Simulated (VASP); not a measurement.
Mg2BeS3: single point with PBE

Mg2BeS3:

```xyz
6
Lattice="3.7711 0.0000 0.0000 -1.8855 3.2658 0.0000 0.0000 0.0000 9.3027" Properties=species:S:1:pos:R:3 pbc="T T T"
Mg    0.0000    2.1772    6.2204
Mg    1.8855    1.0886    3.0823
Be    0.0000    0.0000    0.0000
S     0.0000    2.1772    1.5420
S     1.8855    1.0886    7.7607
S     0.0000    0.0000    4.6513
```

The cell was generated, and may not be a known phase.

```yaml
Program: VASP 6.6.1
Task: single point
Functional: PBE
Potentials_or_basis: VASP PAW PBE potentials, release 64 (Mg, Be, S)
Cutoff: 600 eV
k_mesh: 6 × 6 × 2
Occupations: gaussian, width 0.1 eV
Spin: no spin polarisation
Dipole_correction: no
Further_INCAR_settings: ALGO = Normal; EDIFF = 1e-06; NBANDS = 21
```

The pressure is -9.7 GPa and the largest force is 1.141 eV/Å. The band gap on the k mesh is 1.74 eV (least direct gap 2.38 eV).

Forces on the atoms (eV/Å):
```
Mg   0.000  0.000 -0.079
Mg   0.000  0.000  0.079
Be   0.000  0.000  0.000
S    0.000  0.000 -1.141
S    0.000  0.000  1.141
S    0.000  0.000  0.000
```

Stress tensor (GPa, compression positive):
```
 -9.31   0.00   0.00
  0.00  -9.31   0.00
  0.00   0.00 -10.52
```

Levels at points of the mesh, in eV from the valence-band top:
| k point | band 10 | band 11 | band 12 | band 13 | band 14 | band 15 |
| --- | --- | --- | --- | --- | --- | --- |
| (0.00, 0.00, 0.00) | -0.07 | 0.00 | 0.00 | 2.52 | 3.94 | 4.57 |
| (0.50, 0.00, 0.00) | -1.26 | -0.82 | -0.64 | 1.74 | 4.15 | 4.56 |
| (0.00, 0.00, 0.50) | -0.17 | -0.03 | -0.03 | 3.55 | 3.67 | 4.42 |
| (0.50, 0.00, 0.50) | -1.22 | -0.40 | -0.37 | 2.36 | 3.18 | 4.06 |

Run time: 63 s on 1 thread of Oxide Virtual Turin-like Processor, with other jobs on the host, peak memory 0.23 GiB.

Caveat: the cell stands under tension; forces of over 1 eV/Å act on the atoms, so gaps and moduli don't describe the material at rest. A k mesh can miss the band edges.
